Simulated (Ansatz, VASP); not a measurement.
Be2Se: VASP beside Ansatz

The input INCAR:

```
SYSTEM = Be2Se
  ALGO = Normal
  EDIFF = 1E-6
  EDIFFG = -0.01
  ENCUT = 600
  GGA = PE
  IBRION = 2
  ISIF = 3
  ISMEAR = 0
  LASPH = .True.
  LCHARG = .False.
  LREAL = .False.
  LWAVE = .False.
  NELM = 80
  NSW = 100
  PREC = Accurate
  SIGMA = 0.02
```

File KPOINTS:

```
k-points
0
Gamma
  8 8 8
  0 0 0
```

Contents of POSCAR:

```
Be2Se
1.0
   -2.3658697529      2.3658697529      3.0342849960
    2.3658697529     -2.3658697529      3.0342849960
    2.3658697529      2.3658697529     -3.0342849960
Be Se
2 1
Direct
    0.6632736457      0.6632736457      0.0000000000
    0.3367263543      0.3367263543      0.0000000000
    0.0000000000      0.0000000000      0.0000000000
```

Input for Ansatz:

```yaml
crystal:
  lattice:
    - [-2.3658697529, 2.3658697529, 3.034284996]
    - [2.3658697529, -2.3658697529, 3.034284996]
    - [2.3658697529, 2.3658697529, -3.034284996]
  atoms:
    - { symbol: Be, position: [0.6632736457, 0.6632736457, 0.0] }
    - { symbol: Be, position: [0.3367263543, 0.3367263543, 0.0] }
    - { symbol: Se, position: [0.0, 0.0, 0.0] }
basis:
  ecutwfc: 420
kpoints:
  mp_grid: { grid: [8, 8, 8] }
hamiltonian:
  xc: pbe
scf:
  occupations: { method: gaussian, width: 0.02 }
output:
  forces: true
  stress: true
  eigenvalues: true
  write_density: true
  write_potential: true
  elf: true
  volumetric_format: npy
relax:
  adjacent_minimum: "off"
  f_tol: 0.01
  max_steps: 80
  cell: { stress_tol: 0.05 }
```

Alike in both runs: task relaxation of cell and atoms; functional PBE; k mesh 8 × 8 × 8; occupations gaussian, width 0.02 eV; no spin polarisation.

|  | VASP | Ansatz |
| --- | --- | --- |
| version | VASP 6.6.1 | Ansatz 0.2.0 |
| potentials or method | VASP PAW PBE potentials, release 64 (Be, Se), cutoff 600 eV | scalar-relativistic, plane waves, PAW |
| valence electrons in the cell | 10 | 20 |

VASP gave:

- gap on the k mesh at the Fermi level, each at its own relaxed structure (eV): 0.76
- relaxed volume (Å³/atom): 22.99
- relaxed cell length with the largest relative difference (Å): 4.536

Estimate Ansatz's values.

gap on the k mesh at the Fermi level, each at its own relaxed structure (eV): 0.79; relaxed volume (Å³/atom): 23.13; relaxed cell length with the largest relative difference (Å): 4.543.

VASP's potentials hold 10 valence electrons a cell and Ansatz's 20, so a difference there can come from the potentials and not from the codes.
